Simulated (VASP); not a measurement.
# ZrS (Fm-3m) in VASP: further runs

ZrS is run at these levels: PBEsol; tasks: single point.

Everything below comes from runs of VASP 6.6.1. Logs are shortened: lines on timing, memory, paths and dates and some standing lists are left out, and cuts for length are marked.

### 1 The cell of the first run

It takes space group Fm-3m (No. 225, cubic). Conventional cell: a = 5.167 Å, b = 5.167 Å, c = 5.167 Å, α = 90.00°, β = 90.00°, γ = 90.00°. Within 3.4 Å of Zr (site symmetry m-3m) lie 6 S at 2.58 Å. S (site symmetry m-3m) has 6 Zr at 2.58 Å within 3.4 Å.

### 2 Single point, PBEsol

INCAR

```
PREC     = Accurate       # precision mode
ENCUT    = 520            # plane-wave cutoff, eV
EDIFF    = 1E-6           # SCF threshold, eV
ISMEAR   = -1             # smearing method
SIGMA    = 0.1            # smearing width, eV
LREAL    = False          # projectors in reciprocal space
LASPH    = True           # aspherical terms in the spheres
NELM     = 60             # most SCF steps
ALGO     = Normal         # electronic algorithm
ISIF     = 2              # what is computed and relaxed
LWAVE    = False          # write WAVECAR
LCHARG   = False          # write CHGCAR
GGA      = PS             # functional
NBANDS   = 16             # bands
```

KPOINTS

```
regular mesh
0
Gamma
  10 10 10
```

POSCAR

```
ZrS
1.0
    0.0000000000      2.5833848373      2.5833848373
    2.5833848373      0.0000000000      2.5833848373
    2.5833848373      2.5833848373      0.0000000000
Zr S
1 1
Direct
    0.0000000000      0.0000000000      0.0000000000
    0.5000000000      0.5000000000      0.5000000000
```

Potentials or basis: VASP PAW PBE potentials, release 64 (Zr_sv, S).

The run is started by

```sh
$ cat potpaw_PBE.64/Zr_sv/POTCAR potpaw_PBE.64/S/POTCAR > POTCAR
$ mpirun -np 1 vasp_std > vasp.out
```

OUTCAR:

```text
PREC = Accurate
   ENCUT = 520
   EDIFF = 1E-6
   ISMEAR = -1
   LREAL = False
   LASPH = True
   NELM = 60
   ISIF = 2
   GGA = PS

 ion  position               nearest neighbor table
   1  0.000  0.000  0.000-   2 2.58   2 2.58   2 2.58   2 2.58   2 2.58   2 2.58
   2  0.500  0.500  0.500-   1 2.58   1 2.58   1 2.58   1 2.58   1 2.58   1 2.58

  LATTYP: Found a face centered cubic cell.
 ALAT       =     5.1667696746

  Lattice vectors:

 A1 = (   0.0000000000,   2.5833848373,   2.5833848373)
 A2 = (   2.5833848373,   0.0000000000,   2.5833848373)
 A3 = (   2.5833848373,   2.5833848373,   0.0000000000)

Analysis of symmetry for initial positions (statically):
=====================================================================
 Subroutine PRICEL returns:
 Original cell was already a primitive cell.

 Routine SETGRP: Setting up the symmetry group for a
 face centered cubic supercell.

 Subroutine GETGRP returns: Found 48 space group operations
 (whereof 48 operations were pure point group operations)
 out of a pool of 48 trial point group operations.

The static configuration has the point symmetry O_h .

Analysis of symmetry for dynamics (positions and initial velocities):
=====================================================================
 Subroutine PRICEL returns:
 Original cell was already a primitive cell.

 Routine SETGRP: Setting up the symmetry group for a
 face centered cubic supercell.

 Subroutine GETGRP returns: Found 48 space group operations
 (whereof 48 operations were pure point group operations)
 out of a pool of 48 trial point group operations.

The dynamic configuration has the point symmetry O_h .

 Subroutine INISYM returns: Found 48 space group operations
 (whereof 48 operations are pure point group operations),
 and found     1 'primitive' translations

----------------------------------------------------------------------------------------

                                     Primitive cell

  volume of cell :      34.4824

  direct lattice vectors                    reciprocal lattice vectors
     0.000000000  2.583384837  2.583384837    -0.193544528  0.193544528  0.193544528
     2.583384837  0.000000000  2.583384837     0.193544528 -0.193544528  0.193544528
     2.583384837  2.583384837  0.000000000     0.193544528  0.193544528 -0.193544528

  length of vectors
[... 80 lines left out ...]
   ENCUT  =  520.0 eV  38.22 Ry    6.18 a.u.   6.79  6.79  6.79*2*pi/ulx,y,z
   NELM   =     60;   NELMIN=  2; NELMDL= -5     # of ELM steps
   EDIFF  = 0.1E-05   stopping-criterion for ELM
   LREAL  =      F    real-space projection
   EDIFFG = 0.1E-04   stopping-criterion for IOM
   NSW    =      0    number of steps for IOM
   IBRION =     -1    ionic relax: 0-MD 1-quasi-New 2-CG
   NFREE  =      0    steps in history (QN), initial steepest desc. (CG)
   ISIF   =      2    stress and relaxation
   ISYM   =      2    0-nonsym 1-usesym 2-fastsym
   POTIM  = 0.5000    time-step for ionic-motion
   TEBEG  =    0.0;   TEEND  =   0.0 temperature during run
   PSTRESS=    0.0 pullay stress
   NELECT =      18.0000    total number of electrons
   NUPDOWN=      -1.0000    fix difference up-down
   EMIN   =  10.00;   EMAX   =-10.00  energy-range for DOS
   EFERMI =   0.00;   METHOD = LEGACY
   ISMEAR =    -1;   SIGMA  =   0.10  broadening in eV -4-tet -1-fermi 0-gaus
   EFERMI_NEDOS =   21; number of points for ismear=-14 and -15
   IALGO  =     38    algorithm
   IMIX   =      4    mixing-type and parameters
     AMIX     =   0.40;   BMIX     =  1.00
     AMIX_MAG =   1.60;   BMIX_MAG =  1.00
  volume/ion in A,a.u.               =      17.24       116.35
  Fermi-wavevector in a.u.,A,eV,Ry     =   1.318155  2.490952 23.640575  1.737533
  Thomas-Fermi vector in A             =   2.448145
   LORBIT       =      0    0 simple, 1 ext, 2 COOP (PROOUT), +10 PAW based schemes
   GGA     = PS    functional components
   LHFCALC =     F    Hartree Fock is set to
   AEXX    =    0.0000 exact exchange contribution
   IVDW    =     0    specifies the selected vdW correction
   LEPSILON=     F    determine dielectric tensor
   LRPA    =     F    only Hartree local field effects (RPA)
 non-spin polarized calculation
  energy-cutoff  :      520.00
  volume of cell :       34.48
 maximum number of plane-waves:       944
   NGX = 13   NGY = 13   NGZ = 13

 number of electron      17.9999999 magnetization

 Free energy of the ion-electron system (eV)
  ---------------------------------------------------
  ext. energy  EPLUGINS =         0.00000000
  ---------------------------------------------------
  free energy    TOTEN  =       -16.53902123 eV

  energy without entropy =      -16.50020372  energy(sigma->0) =      -16.51961248

 E-fermi :  11.2318     XC(G=0): -11.6925

 val. band max:       11.1660527178   @ k =   0.1000   0.0000   0.0000
 cond. band min:      11.2434078028   @ k =   0.3000   0.3000   0.0000
 fundamental gap:      0.0773550850
 Fermi energy:        11.2318208340

 k-point     1 :       0.0000    0.0000    0.0000
  band No.  band energies     occupation
      1     -38.5751      2.00000
      2     -16.5742      2.00000
      3     -16.5742      2.00000
      4     -16.5742      2.00000
      5      -4.8324      2.00000
      6       7.6854      2.00000
[... 433 lines left out ...]
      3     -16.6858      2.00000
      4     -16.6740      2.00000
      5      -3.8315      2.00000
      6       4.3063      2.00000
[... 8 lines left out ...]
     15      18.9816      0.00000
     16      20.3146      0.00000

 [... further k-points ...]

------------------------ aborting loop because EDIFF is reached ----------------------------------------

  FORCE on cell =-STRESS in cart. coord.  units (eV):
  Direction    XX          YY          ZZ          XY          YZ          ZX
  --------------------------------------------------------------------------------------
  -------------------------------------------------------------------------------------
  Total        0.0511174      0.0511174      0.0511174      0.0000000     -0.0000000      0.0000000
  in kB        2.3751023      2.3751023      2.3751023      0.0000000     -0.0000000      0.0000000
  external PRESSURE =       2.3751023 kB  Pullay stress =       0.0000000 kB

 VOLUME and BASIS-vectors are now :
 -----------------------------------------------------------------------------
  energy-cutoff  :      520.00
  volume of cell :       34.48
      direct lattice vectors                 reciprocal lattice vectors
     0.000000000  2.583384837  2.583384837    -0.193544528  0.193544528  0.193544528
     2.583384837  0.000000000  2.583384837     0.193544528 -0.193544528  0.193544528
     2.583384837  2.583384837  0.000000000     0.193544528  0.193544528 -0.193544528

 POSITION                                       TOTAL-FORCE (eV/Angst)
 -----------------------------------------------------------------------------------
      0.00000      0.00000      0.00000        -0.000000      0.000000     -0.000000
      2.58338      2.58338      2.58338         0.000000     -0.000000      0.000000
 -----------------------------------------------------------------------------------
    total drift:                                0.000000      0.000000      0.000000

  FREE ENERGIE OF THE ION-ELECTRON SYSTEM (eV)
  ---------------------------------------------------
  free  energy   TOTEN  =       -16.5390212285 eV

  energy  without entropy=      -16.5002037217  energy(sigma->0) =      -16.51961248
```

OSZICAR:

```text
N       E                     dE             d eps       ncg     rms          rms(c)
DAV:   1     0.123994737346E+03    0.12399E+03   -0.96690E+03  1504   0.111E+03
DAV:   2    -0.121995107741E+02   -0.13619E+03   -0.13102E+03  1976   0.284E+02
DAV:   3    -0.173467583469E+02   -0.51472E+01   -0.51140E+01  2352   0.494E+01
DAV:   4    -0.174302181707E+02   -0.83460E-01   -0.83420E-01  1904   0.558E+00
DAV:   5    -0.174317842579E+02   -0.15661E-02   -0.15661E-02  2192   0.596E-01    0.171E+01
DAV:   6    -0.165806545313E+02    0.85113E+00   -0.17896E+00  1848   0.952E+00    0.784E+00
DAV:   7    -0.165447715620E+02    0.35883E-01   -0.19504E-01  2144   0.289E+00    0.301E+00
DAV:   8    -0.165396960446E+02    0.50755E-02   -0.28804E-02  1736   0.113E+00    0.401E-01
DAV:   9    -0.165391428596E+02    0.55319E-03   -0.43906E-03  1776   0.407E-01    0.164E-01
DAV:  10    -0.165390459859E+02    0.96874E-04   -0.48965E-04  1936   0.214E-01    0.606E-02
DAV:  11    -0.165390220339E+02    0.23952E-04   -0.72762E-05  1872   0.528E-02    0.335E-02
DAV:  12    -0.165390212285E+02    0.80538E-06   -0.40582E-06  1984   0.128E-02
   1 F= -.16539021E+02 E0= -.16519612E+02  d E =-.388175E-01
```

Wall time 23 s (1 thread of Intel Xeon 6975P-C, shared host); peak memory 0.17 GiB.

Results:

```
Free energy            : -16.5390 eV
Pressure               : 0.2 GPa
Band gap on the k mesh : zero (band 9 reaches 12.78 eV, above the bottom of band 10 at 9.74 eV)
```

Levels at points of the mesh, in eV from the Fermi level:
```csv
k point,band 6,band 7,band 8,band 9,band 10,band 11,band 12,band 13
"(0.00, 0.00, 0.00)",-3.55,-3.55,-3.55,-1.50,-1.50,-1.50,-0.77,-0.77
"(0.50, 0.00, 0.00)",-8.29,-6.18,-6.18,1.55,1.55,1.90,1.92,5.91
"(0.50, 0.50, 0.00)",-6.36,-4.51,-4.51,-3.71,0.50,2.52,2.52,2.98
```

Caveat: the PAW data sets were made with another functional, which shifts forces and pressure a little.

### 3 Single point, PBEsol

This run uses another cell than the first one, of 18.09 Å³/atom, 1.049 times its volume.

INCAR

```
SYSTEM = ZrS
  PREC = Accurate
  ENCUT = 520
  EDIFF = 1E-7
  ISMEAR = -1
  SIGMA = 0.1
  LREAL = .FALSE.
  LASPH = .TRUE.
  NELM = 100
  ALGO = Normal
  ISIF = 2
  LWAVE = .FALSE.
  LCHARG = .TRUE.
  GGA = PS
  LELF = .TRUE.
  LVHAR = .TRUE.
  NBANDS = 16
```

KPOINTS

```
Automatic mesh
0
G
  10 10 10
  0 0 0
```

POSCAR

```
ZrS
1.0
    0.0000000000      2.6250000000      2.6250000000
    2.6250000000      0.0000000000      2.6250000000
    2.6250000000      2.6250000000      0.0000000000
Zr S
1 1
Direct
    0.0000000000      0.0000000000      0.0000000000
    0.5000000000      0.5000000000      0.5000000000
```

Potentials or basis: VASP PAW PBE potentials, release 64 (Zr_sv, S).

The run is started by

```sh
$ cat potpaw_PBE.64/Zr_sv/POTCAR potpaw_PBE.64/S/POTCAR > POTCAR
$ mpirun -np 1 vasp_std > vasp.out
```

It took 29 s on 1 thread of Intel Xeon 6975P-C, shared host; peak memory 0.17 GiB.

The run converged. Its results:

```yaml
Free_energy: -16.5069 eV
Pressure: -6.2 GPa
Band_gap_on_the_k_mesh: zero (band 9 reaches 12.06 eV, above the bottom of band 10 at 9.24 eV)
```

Levels at points of the mesh, in eV from the Fermi level:
| k point | band 5 | band 6 | band 7 | band 8 | band 9 | band 10 | band 11 | band 12 | band 13 | band 14 |
| --- | --- | --- | --- | --- | --- | --- | --- | --- | --- | --- |
| (0.00, 0.00, 0.00) | -15.84 | -3.53 | -3.53 | -3.53 | -1.38 | -1.38 | -1.38 | -0.71 | -0.71 | 1.78 |
| (0.50, 0.00, 0.00) | -14.28 | -8.05 | -5.98 | -5.98 | 1.44 | 1.44 | 1.75 | 1.86 | 5.59 | 5.59 |
| (0.50, 0.50, 0.00) | -14.99 | -6.28 | -4.48 | -4.48 | -3.48 | 0.48 | 2.34 | 2.34 | 2.76 | 3.23 |

Caveat: the PAW data sets were made with another functional, which shifts forces and pressure a little.
